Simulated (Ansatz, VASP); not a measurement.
**TlCl: VASP beside Ansatz**

POSCAR

```
TlCl
1.0
    3.7936346873      0.0000000000      0.0000000000
    0.0000000000      3.7936346873      0.0000000000
    0.0000000000      0.0000000000      3.7936346873
Tl Cl
1 1
Direct
    0.0000000000      0.0000000000      0.0000000000
    0.5000000000      0.5000000000      0.5000000000
```

File INCAR.step1:

```
PREC = Accurate ; ENCUT = 400
EDIFF = 1E-5 ; ISMEAR = 0
SIGMA = 0.01 ; LREAL = False
LASPH = True ; NELM = 120
ALGO = Normal ; ISIF = 2
LWAVE = True ; LCHARG = False
NBANDS = 17 ; GGA = PE
GGA_COMPAT = False
```

INCAR.step2

```
PREC = Accurate ; ENCUT = 400
EDIFF = 1E-6 ; ISMEAR = 0
SIGMA = 0.01 ; LREAL = False
LASPH = True ; NELM = 120
ALGO = Normal ; ISIF = 2
LWAVE = False ; LCHARG = False
GGA = PE ; LHFCALC = True
HFSCREEN = 0.2079 ; PRECFOCK = Normal
NBANDS = 17 ; ISTART = 1
GGA_COMPAT = False
```

The input KPOINTS:

```
regular mesh
0
Gamma
  4 4 4
```

Input for Ansatz:

```yaml
crystal:
  lattice:
    - [3.7936346873, 0.0, 0.0]
    - [0.0, 3.7936346873, 0.0]
    - [0.0, 0.0, 3.7936346873]
  atoms:
    - { symbol: Tl, position: [0.0, 0.0, 0.0] }
    - { symbol: Cl, position: [0.5, 0.5, 0.5] }
kpoints:
  mp_grid: { grid: [4, 4, 4] }
hamiltonian:
  xc: hse06
scf:
  occupations: { method: fixed }
  n_extra_bands: 4
output:
  forces: true
  stress: true
  eigenvalues: true
```

Alike in both runs: task single point; functional HSE06; k mesh 4 × 4 × 4; no spin polarisation.

|  | VASP | Ansatz |
| --- | --- | --- |
| version | VASP 6.6.1 | Ansatz 0.2.0 |
| potentials or method | VASP PAW PBE potentials, release 64 (Tl_d, Cl) | plane waves, PAW |
| plane-wave cutoff (eV) | 400 | 420 |
| occupations | gaussian, width 0.01 eV | fixed |
| valence electrons in the cell | 20 | 20 |

|  | VASP | Ansatz | Ansatz less VASP |
| --- | --- | --- | --- |
| gap on the k mesh at the Fermi level (eV) | 2.74 | 2.74 | -0.005 |
| pressure (GPa) | 1.9 | 2.0 | +0.11 |

Ansatz's warnings: stress exchange threshold loose, stress scf threshold loose.

Neither program's run includes spin-orbit coupling.
